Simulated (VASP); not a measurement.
# AlN (Cm) in VASP: settings compared

The runs below take AlN through single point, with PBE, PBE+D4.

Everything below comes from runs of VASP 6.6.1. Logs are shortened: lines on timing, memory, paths and dates and some standing lists are left out, and cuts for length are marked.

### 1 The cell of the first run

Symmetry: Cm, No. 8, monoclinic system. Conventional cell: a = 5.393 Å, b = 3.114 Å, c = 15.260 Å, α = 90.00°, β = 91.69°, γ = 90.00°. Al (site symmetry m) has 4 N at 1.91 Å within 2.5 Å. Within 2.5 Å of Al (site symmetry m) lie 4 N at 1.91 Å. Within 2.5 Å of Al (site symmetry m) lie 4 N at 1.91 Å. Within 2.5 Å of Al (site symmetry m) lie 4 N at 1.91 Å. Al (site symmetry m) has 4 N at 1.91 Å within 2.5 Å. Within 2.5 Å of Al (site symmetry m) lie 4 N at 1.91 to 1.96 Å. Within 2.5 Å of N (site symmetry m) lie 4 Al at 1.91 Å. Within 2.5 Å of N (site symmetry m) lie 4 Al at 1.91 Å.

### 2 Single point, PBE (the part above a cut slid along it)

File INCAR:

```
SYSTEM = AlN
PREC = Accurate
ENCUT = 520
EDIFF = 1E-7
ISMEAR = 0
SIGMA = 0.05
LREAL = .FALSE.
LASPH = .TRUE.
NELM = 80
ALGO = Normal
ISIF = 2
LWAVE = .FALSE.
LCHARG = .FALSE.
GGA = PE
NBANDS = 36
```

File KPOINTS:

```
Automatic mesh
0
G
  8 8 2
  0 0 0
```

File POSCAR:

```
AlN
1.0
    2.2015871003     -2.2015871003      0.0000000000
    2.2015871003      0.0000000000     -2.2015871003
   12.8427381909      6.7881535064      6.7881535064
Al N
6 6
Direct
    0.6371701400     -0.3628298600      0.3958000000
    0.1232868067      0.1232868067      0.2291333333
    0.1510534733      0.1510534733      0.5624666667
    0.1788201400      0.1788201400      0.8958000000
   -0.3350631933     -0.3350631933      0.7291333333
    0.6094034733      0.6094034733      0.0624666667
    0.2656409733      0.2656409733      0.4374666667
    0.7517576400     -0.2482423600      0.2708000000
   -0.2204756933     -0.2204756933      0.6041333333
   -0.1927090267     -0.1927090267      0.9374666667
   -0.7065923600     -0.7065923600      0.7708000000
    0.2378743067      0.2378743067      0.1041333333
```

Potentials or basis: VASP PAW PBE potentials, release 64 (Al, N).

Run with:

```bash
$ cat potpaw_PBE.64/Al/POTCAR potpaw_PBE.64/N/POTCAR > POTCAR
$ mpirun -np 1 vasp_std > vasp.out
```

OUTCAR:

```text
SYSTEM = AlN
   PREC = Accurate
   ENCUT = 520
   EDIFF = 1E-7
   ISMEAR = 0
   LREAL = .FALSE.
   LASPH = .TRUE.
   NELM = 80
   ISIF = 2
   GGA = PE

 ion  position               nearest neighbor table
   1  0.637  0.637  0.396-   8 1.91   7 1.91   7 1.91   7 1.91   3 3.11   3 3.11   2 3.11   2 3.11
                             3 3.11   2 3.11
   2  0.123  0.123  0.229-  12 1.91   8 1.91   8 1.91   8 1.91   6 3.11   6 3.11   6 3.11   1 3.11
                             1 3.11   1 3.11
   3  0.151  0.151  0.562-   9 1.91   9 1.91   9 1.91   7 1.91   5 3.11   5 3.11   5 3.11   1 3.11
                             1 3.11   1 3.11
   4  0.179  0.179  0.896-  11 1.91  10 1.91  10 1.91  10 1.91   6 3.01   6 3.01   5 3.11   5 3.11
                             5 3.11
   5  0.665  0.665  0.729-   9 1.91  11 1.91  11 1.91  11 1.91   3 3.11   3 3.11   3 3.11   4 3.11
                             4 3.11   4 3.11
   6  0.609  0.609  0.062-  12 1.91  12 1.91  12 1.91  10 1.96   4 3.01   4 3.01   2 3.11   2 3.11
                             2 3.11
   7  0.266  0.266  0.437-   3 1.91   1 1.91   1 1.91   1 1.91
   8  0.752  0.752  0.271-   1 1.91   2 1.91   2 1.91   2 1.91
   9  0.780  0.780  0.604-   3 1.91   3 1.91   3 1.91   5 1.91
  10  0.807  0.807  0.937-   4 1.91   4 1.91   4 1.91   6 1.96
  11  0.293  0.293  0.771-   4 1.91   5 1.91   5 1.91   5 1.91
  12  0.238  0.238  0.104-   6 1.91   6 1.91   6 1.91   2 1.91

  LATTYP: Found a base centered monoclinic cell.
 ALAT       =     5.3927650200
 B/A-ratio  =     0.5773502692
 C/A-ratio  =     2.8296534929
 COS(beta)  =    -0.0294382334

  Lattice vectors:

 A1 = (   2.2015871003,  -2.2015871003,   0.0000000000)
 A2 = (   2.2015871003,   0.0000000000,  -2.2015871003)
 A3 = (   8.4395639903,   8.9897406067,   8.9897406067)

Analysis of symmetry for initial positions (statically):
=====================================================================
 Subroutine PRICEL returns:
 Original cell was already a primitive cell.

 Routine SETGRP: Setting up the symmetry group for a
 base centered monoclinic supercell.

 Subroutine GETGRP returns: Found  2 space group operations
 (whereof  2 operations were pure point group operations)
 out of a pool of  4 trial point group operations.

The static configuration has the point symmetry C_1h.

Analysis of symmetry for dynamics (positions and initial velocities):
=====================================================================
 Subroutine PRICEL returns:
 Original cell was already a primitive cell.

 Routine SETGRP: Setting up the symmetry group for a
 base centered monoclinic supercell.

 Subroutine GETGRP returns: Found  2 space group operations
 (whereof  2 operations were pure point group operations)
 out of a pool of  4 trial point group operations.

The dynamic configuration has the point symmetry C_1h.

 Subroutine INISYM returns: Found  2 space group operations
 (whereof  2 operations are pure point group operations),
 and found     1 'primitive' translations

----------------------------------------------------------------------------------------

                                     Primitive cell

  volume of cell :     128.0527

  direct lattice vectors                    reciprocal lattice vectors
     2.201587100 -2.201587100  0.000000000     0.116707473 -0.337510305  0.116707473
     2.201587100  0.000000000 -2.201587100     0.116707473  0.116707473 -0.337510305
    12.842738191  6.788153506  6.788153506     0.037851481  0.037851481  0.037851481

  length of vectors
     3.113514336  3.113514336 16.034150439     0.375705302  0.375705302  0.065560689

  position of ions in fractional coordinates (direct lattice)
     0.637170140  0.637170140  0.395800000
     0.123286807  0.123286807  0.229133333
     0.151053473  0.151053473  0.562466667
     0.178820140  0.178820140  0.895800000
     0.664936807  0.664936807  0.729133333
     0.609403473  0.609403473  0.062466667
     0.265640973  0.265640973  0.437466667
     0.751757640  0.751757640  0.270800000
     0.779524307  0.779524307  0.604133333
     0.807290973  0.807290973  0.937466667
     0.293407640  0.293407640  0.770800000
     0.237874307  0.237874307  0.104133333

  ion indices of the primitive-cell ions
   primitive index   ion index
                 1           1
                 2           2
                 3           3
                 4           4
                 5           5
                 6           6
                 7           7
                 8           8
                 9           9
                10          10
                11          11
                12          12

----------------------------------------------------------------------------------------

 KPOINTS: Automatic mesh

Automatic generation of k-mesh.
 Grid dimensions read from file:
 generate k-points for:    8    8    2

 Generating k-lattice:

[... 44 lines left out ...]
   ENCUT  =  520.0 eV  38.22 Ry    6.18 a.u.   5.79  5.79 29.81*2*pi/ulx,y,z
   NELM   =     80;   NELMIN=  2; NELMDL= -5     # of ELM steps
   EDIFF  = 0.1E-06   stopping-criterion for ELM
   LREAL  =      F    real-space projection
   EDIFFG = 0.1E-05   stopping-criterion for IOM
   NSW    =      0    number of steps for IOM
   IBRION =     -1    ionic relax: 0-MD 1-quasi-New 2-CG
   NFREE  =      0    steps in history (QN), initial steepest desc. (CG)
   ISIF   =      2    stress and relaxation
   ISYM   =      2    0-nonsym 1-usesym 2-fastsym
   POTIM  = 0.5000    time-step for ionic-motion
   TEBEG  =    0.0;   TEEND  =   0.0 temperature during run
   PSTRESS=    0.0 pullay stress
   NELECT =      48.0000    total number of electrons
   NUPDOWN=      -1.0000    fix difference up-down
   EMIN   =  10.00;   EMAX   =-10.00  energy-range for DOS
   EFERMI =   0.00;   METHOD = LEGACY
   ISMEAR =     0;   SIGMA  =   0.05  broadening in eV -4-tet -1-fermi 0-gaus
   EFERMI_NEDOS =   21; number of points for ismear=-14 and -15
   IALGO  =     38    algorithm
   IMIX   =      4    mixing-type and parameters
     AMIX     =   0.40;   BMIX     =  1.00
     AMIX_MAG =   1.60;   BMIX_MAG =  1.00
  volume/ion in A,a.u.               =      10.67        72.01
  Fermi-wavevector in a.u.,A,eV,Ry     =   1.180390  2.230614 18.957286  1.393321
  Thomas-Fermi vector in A             =   2.316684
   LORBIT       =      0    0 simple, 1 ext, 2 COOP (PROOUT), +10 PAW based schemes
   GGA     = PE    functional components
   LHFCALC =     F    Hartree Fock is set to
   AEXX    =    0.0000 exact exchange contribution
   IVDW    =     0    specifies the selected vdW correction
   LEPSILON=     F    determine dielectric tensor
   LRPA    =     F    only Hartree local field effects (RPA)
 non-spin polarized calculation
 Gauss-broadening in eV      SIGMA  =   0.05
  energy-cutoff  :      520.00
  volume of cell :      128.05
 maximum number of plane-waves:      3470
   NGX = 11   NGY = 11   NGZ = 59

 number of electron      48.0000005 magnetization

 Free energy of the ion-electron system (eV)
  ---------------------------------------------------
  ext. energy  EPLUGINS =         0.00000000
  ---------------------------------------------------
  free energy    TOTEN  =       -88.90013600 eV

  energy without entropy =      -88.90013600  energy(sigma->0) =      -88.90013600

 E-fermi :   6.1443     XC(G=0): -10.8339

 val. band max:        5.8662703263   @ k =   0.0000   0.0000   0.0000
 cond. band min:       9.0061720207   @ k =   0.5000   0.5000  -0.0000
 fundamental gap:      3.1399016945
 Fermi energy:         6.1442567499

 k-point     1 :       0.0000    0.0000    0.0000
  band No.  band energies     occupation
      1      -9.0899      2.00000
      2      -8.7101      2.00000
      3      -8.6931      2.00000
      4      -7.7560      2.00000
      5      -7.7355      2.00000
      6      -7.1047      2.00000
[... 28 lines left out ...]
     35      16.8282      0.00000
     36      17.0767      0.00000
[... 866 lines left out ...]
      6      -6.7537      2.00000
[... 28 lines left out ...]
     35      16.1072      0.00000
     36      16.3359      0.00000

 [... further k-points ...]

------------------------ aborting loop because EDIFF is reached ----------------------------------------

  FORCE on cell =-STRESS in cart. coord.  units (eV):
  Direction    XX          YY          ZZ          XY          YZ          ZX
  --------------------------------------------------------------------------------------
  -------------------------------------------------------------------------------------
  Total        0.2780774     -0.8562527     -0.8562527      0.8291369     -1.4766288      0.8291369
  in kB        3.4792643    -10.7133103    -10.7133103     10.3740412    -18.4753666     10.3740413
  external PRESSURE =      -5.9824521 kB  Pullay stress =       0.0000000 kB

 VOLUME and BASIS-vectors are now :
 -----------------------------------------------------------------------------
  energy-cutoff  :      520.00
  volume of cell :      128.05
      direct lattice vectors                 reciprocal lattice vectors
     2.201587100 -2.201587100  0.000000000     0.116707473 -0.337510305  0.116707473
     2.201587100  0.000000000 -2.201587100     0.116707473  0.116707473 -0.337510305
    12.842738191  6.788153506  6.788153506     0.037851481  0.037851481  0.037851481

 POSITION                                       TOTAL-FORCE (eV/Angst)
 -----------------------------------------------------------------------------------
      7.88873      1.28397      1.28397         0.010996      0.007861      0.007861
      3.48555      1.28397      1.28397         0.022915      0.012491      0.012491
      7.88873      3.48555      3.48555         0.009234      0.008653      0.008653
     12.29190      5.68714      5.68714        -0.075782     -0.067323     -0.067323
     12.29190      3.48555      3.48555         0.014261      0.007384      0.007384
      3.48555     -0.91762     -0.91762         0.437939     -0.439230     -0.439230
      6.78793      2.38476      2.38476        -0.008798     -0.008691     -0.008691
      6.78793      0.18317      0.18317         0.001503     -0.013124     -0.013124
     11.19111      2.38476      2.38476        -0.011554     -0.007513     -0.007513
     15.59428      4.58635      4.58635        -0.392086      0.463554      0.463554
     11.19111      4.58635      4.58635        -0.047639      0.006326      0.006326
      2.38476      0.18317      0.18317         0.039012      0.029614      0.029614
 -----------------------------------------------------------------------------------
    total drift:                                0.001201     -0.001434     -0.001434

  FREE ENERGIE OF THE ION-ELECTRON SYSTEM (eV)
  ---------------------------------------------------
  free  energy   TOTEN  =       -88.9001360039 eV

  energy  without entropy=      -88.9001360039  energy(sigma->0) =      -88.90013600
```

Wall time 6.9 min (1 thread of Intel Xeon 8259CL, shared host); peak memory 0.33 GiB.

Results:

* Free energy: -88.9001 eV
* Pressure: -0.6 GPa
* Largest force: 0.764 eV/Å
* Band gap on the k mesh: 3.14 eV (least direct gap 3.56 eV)

Forces in eV/Å, atoms in the order of the input:
```
Al   0.011  0.008  0.008
Al   0.023  0.012  0.012
Al   0.009  0.009  0.009
Al  -0.076 -0.067 -0.067
Al   0.014  0.007  0.007
Al   0.438 -0.439 -0.439
N   -0.009 -0.009 -0.009
N    0.002 -0.013 -0.013
N   -0.012 -0.008 -0.008
N   -0.392  0.464  0.464
N   -0.048  0.006  0.006
N    0.039  0.030  0.030
```

Stress tensor (GPa, compression positive):
```
 0.35  1.04  1.04
 1.04 -1.07 -1.85
 1.04 -1.85 -1.07
```

Levels at points of the mesh, in eV from the valence-band top:
```
           k point  band 20  band 21  band 22  band 23  band 24  band 25  band 26  band 27  band 28  band 29
(0.00, 0.00, 0.00)    -0.23    -0.20    -0.15    -0.04     0.00     3.83     5.22     5.30     6.62     6.68
(0.50, 0.00, 0.00)    -1.27    -1.02    -0.92    -0.70    -0.63     3.60     3.66     5.66     5.74     7.02
(0.50, 0.50, 0.00)    -1.45    -0.96    -0.95    -0.58    -0.42     3.14     4.48     4.50     6.85     6.98
(0.00, 0.00, 0.50)    -0.30    -0.20    -0.15    -0.13    -0.05     4.28     4.37     6.06     6.13     6.90
(0.50, 0.00, 0.50)    -1.52    -1.01    -0.94    -0.68    -0.51     3.23     4.52     4.58     6.81     6.87
(0.50, 0.50, 0.50)    -1.28    -0.90    -0.70    -0.67    -0.63     3.50     3.58     5.65     5.71     7.35
```

Caveat: the cell differs from its parent crystal (the part above a cut slid along it).

### 3 Single point, PBE+D4

This run uses another cell than the first one, of the same volume but with other edges.

File INCAR:

```
SYSTEM = AlN
  PREC = Accurate
  ENCUT = 520
  EDIFF = 1E-6
  ISMEAR = -1
  SIGMA = 0.05
  LREAL = .FALSE.
  LASPH = .TRUE.
  NELM = 60
  ALGO = Normal
  ISIF = 2
  LWAVE = .FALSE.
  LCHARG = .FALSE.
  GGA = PE
  IVDW = 13
  NBANDS = 36
```

KPOINTS is that of step 2.

File POSCAR:

```
AlN
1.0
    2.2015871003     -2.2015871003      0.0000000000
    2.2015871003      0.0000000000     -2.2015871003
    9.5403575404      8.4393438316      8.4393438316
Al N
6 6
Direct
    0.9340201400     -0.0659798600      0.3958000000
    0.2951368067      0.2951368067      0.2291333333
    0.5729034733      0.5729034733      0.5624666667
    0.8506701400      0.8506701400      0.8958000000
    0.2117868067      0.2117868067      0.7291333333
    0.6562534733      0.6562534733      0.0624666667
    0.5937409733      0.5937409733      0.4374666667
    0.9548576400     -0.0451423600      0.2708000000
    0.2326243067      0.2326243067      0.6041333333
    0.5103909733      0.5103909733      0.9374666667
   -0.1284923600     -0.1284923600      0.7708000000
    0.3159743067      0.3159743067      0.1041333333
```

Potentials or basis: VASP PAW PBE potentials, release 64 (Al, N).

Run with:

```bash
$ cat potpaw_PBE.64/Al/POTCAR potpaw_PBE.64/N/POTCAR > POTCAR
$ mpirun -np 1 vasp_std > vasp.out
```

Run time: 6.7 min. Hardware: 1 thread of Intel Xeon 8259CL, shared host; peak memory 0.33 GiB.

Results (log left out):

| Quantity | Value |
| --- | --- |
| Free energy | -91.7285 eV |
| Pressure | -5.1 GPa |
| Largest force | 1.618 eV/Å |
| Band gap on the k mesh | 2.81 eV (least direct gap 3.07 eV) |
| Dispersion energy per atom | -0.300 eV |

Forces in eV/Å, atoms in the order of the input:
```
Al   0.024  0.029  0.029
Al   0.021  0.112  0.112
Al   0.027  0.028  0.028
Al  -0.208 -0.603 -0.603
Al   0.022  0.037  0.037
Al  -1.140  0.511  0.511
N   -0.028 -0.026 -0.026
N   -0.039 -0.014 -0.014
N   -0.023 -0.030 -0.030
N    1.484 -0.456 -0.456
N    0.009 -0.066 -0.066
N   -0.148  0.479  0.479
```

Stress tensor (GPa, compression positive):
```
-10.69   0.20   0.20
  0.20  -2.31   4.33
  0.20   4.33  -2.31
```

Levels at points of the mesh, in eV from the valence-band top:
| k point | band 21 | band 22 | band 23 | band 24 | band 25 | band 26 | band 27 | band 28 |
| --- | --- | --- | --- | --- | --- | --- | --- | --- |
| (0.00, 0.00, 0.00) | -0.42 | -0.38 | -0.33 | 0.00 | 3.36 | 4.68 | 5.04 | 6.23 |
| (0.50, 0.00, 0.00) | -1.35 | -1.15 | -0.92 | -0.26 | 2.81 | 4.08 | 4.22 | 5.80 |
| (0.50, 0.50, 0.00) | -1.19 | -1.11 | -0.92 | -0.84 | 3.03 | 4.00 | 4.32 | 5.81 |
| (0.00, 0.00, 0.50) | -0.46 | -0.38 | -0.33 | -0.21 | 3.66 | 4.13 | 5.58 | 5.84 |
| (0.50, 0.00, 0.50) | -1.20 | -1.14 | -0.91 | -0.35 | 3.12 | 3.31 | 5.03 | 5.42 |
| (0.50, 0.50, 0.50) | -1.39 | -1.00 | -0.90 | -0.90 | 3.30 | 3.44 | 4.92 | 5.39 |

Caveat: the stress differs along the axes, from -11 to -2 GPa; forces of over 1 eV/Å act on the atoms, so gaps and moduli don't describe the material at rest. A k mesh can miss the band edges.

### 4 Single point, PBE

This run uses another cell than the first one, of the same volume but with other edges.

File INCAR:

```
SYSTEM = AlN
PREC = Accurate ; ENCUT = 520
EDIFF = 1E-6 ; ISMEAR = 0
SIGMA = 0.05 ; LREAL = .FALSE.
LASPH = .TRUE. ; NELM = 60
ALGO = Normal ; ISIF = 2
LWAVE = .FALSE. ; LCHARG = .FALSE.
GGA = PE ; NBANDS = 36
```

KPOINTS is that of step 3.

File POSCAR:

```
AlN
1.0
    2.2015871003     -2.2015871003      0.0000000000
    2.2015871003      0.0000000000     -2.2015871003
   11.0079355015      7.7055548510      7.7055548510
Al N
6 6
Direct
    0.8021000000     -0.1979000000      0.3958000000
    0.2187666667      0.2187666667      0.2291333333
    0.3854333333      0.3854333333      0.5624666667
    0.5521000000      0.5521000000      0.8958000000
   -0.0312333333     -0.0312333333      0.7291333333
    0.6354333333      0.6354333333      0.0624666667
    0.4479333333      0.4479333333      0.4374666667
    0.8646000000     -0.1354000000      0.2708000000
    0.0312666667      0.0312666667      0.6041333333
    0.1979333333      0.1979333333      0.9374666667
   -0.3854000000     -0.3854000000      0.7708000000
    0.2812666667      0.2812666667      0.1041333333
```

Run with:

```bash
$ cat potpaw_PBE.64/Al/POTCAR potpaw_PBE.64/N/POTCAR > POTCAR
$ mpirun -np 1 vasp_std > vasp.out
```

It took 6.6 min on 1 thread of Intel Xeon 8259CL, shared host; peak memory 0.33 GiB.

Results (log left out):

* Free energy: -87.7600 eV
* Pressure: -1.4 GPa
* Largest force: 0.873 eV/Å
* Band gap on the k mesh: 2.99 eV (least direct gap 3.31 eV)

Forces on the atoms (eV/Å):
```
Al   0.036  0.034  0.034
Al   0.170  0.058  0.058
Al   0.035  0.035  0.035
Al  -0.785 -0.270 -0.270
Al   0.047  0.039  0.039
Al   0.092 -0.216 -0.216
N   -0.032 -0.035 -0.035
N   -0.029 -0.031 -0.031
N   -0.036 -0.034 -0.034
N   -0.281  0.470  0.470
N   -0.041 -0.062 -0.062
N    0.824  0.011  0.011
```

Stress tensor (GPa, compression positive):
```
 4.02  1.67  1.67
 1.67 -4.10  2.32
 1.67  2.32 -4.10
```

Levels at points of the mesh, in eV from the valence-band top:
| k point | band 21 | band 22 | band 23 | band 24 | band 25 | band 26 | band 27 | band 28 |
| --- | --- | --- | --- | --- | --- | --- | --- | --- |
| (0.00, 0.00, 0.00) | -0.40 | -0.31 | -0.28 | 0.00 | 3.31 | 4.68 | 5.09 | 6.28 |
| (0.50, 0.00, 0.00) | -1.28 | -1.10 | -0.85 | -0.33 | 3.14 | 3.89 | 4.38 | 5.74 |
| (0.50, 0.50, 0.00) | -1.18 | -1.13 | -0.82 | -0.57 | 3.35 | 3.41 | 4.52 | 5.67 |
| (0.00, 0.00, 0.50) | -0.46 | -0.34 | -0.31 | -0.21 | 3.59 | 4.17 | 5.61 | 5.88 |
| (0.50, 0.00, 0.50) | -1.14 | -1.03 | -0.84 | -0.36 | 3.25 | 3.57 | 4.78 | 5.34 |
| (0.50, 0.50, 0.50) | -1.53 | -1.00 | -0.87 | -0.43 | 2.99 | 3.98 | 4.46 | 5.07 |

Caveat: the stress differs along the axes, from -4 to 4 GPa.

### 5 Overview

| level | cell | smearing | gap on the mesh (eV) | pressure (GPa) | largest force (eV/Å) |
| --- | --- | --- | --- | --- | --- |
| PBE | a = 3.114, b = 3.114, c = 16.034 Å, angles 74.5, 74.5, 60.0°, 12 atoms | gaussian 0.05 eV | 3.14 | -0.6 | 0.76 |
| PBE+D4 | a = 3.114, b = 3.114, c = 15.280 Å, angles 87.1, 87.1, 60.0°, 12 atoms | fermi-dirac 0.05 eV | 2.81 | -5.1 | 1.62 |
| PBE | a = 3.114, b = 3.114, c = 15.490 Å, angles 81.3, 81.3, 60.0°, 12 atoms | gaussian 0.05 eV | 2.99 | -1.4 | 0.87 |

Alike in all rows: task single point; potentials or basis VASP PAW PBE potentials, release 64 (Al, N); no spin polarisation; k mesh 8 × 8 × 2; cutoff (eV) 520.

Caveats: the stress differs along the axes, from -11 to -2 GPa (at least some runs); forces of over 1 eV/Å act on the atoms, so gaps and moduli don't describe the material at rest (at least some runs); the stress differs along the axes, from -4 to 4 GPa (at least some runs).

Total energies depend on the potentials used, so only differences within one code and one set of settings carry meaning.
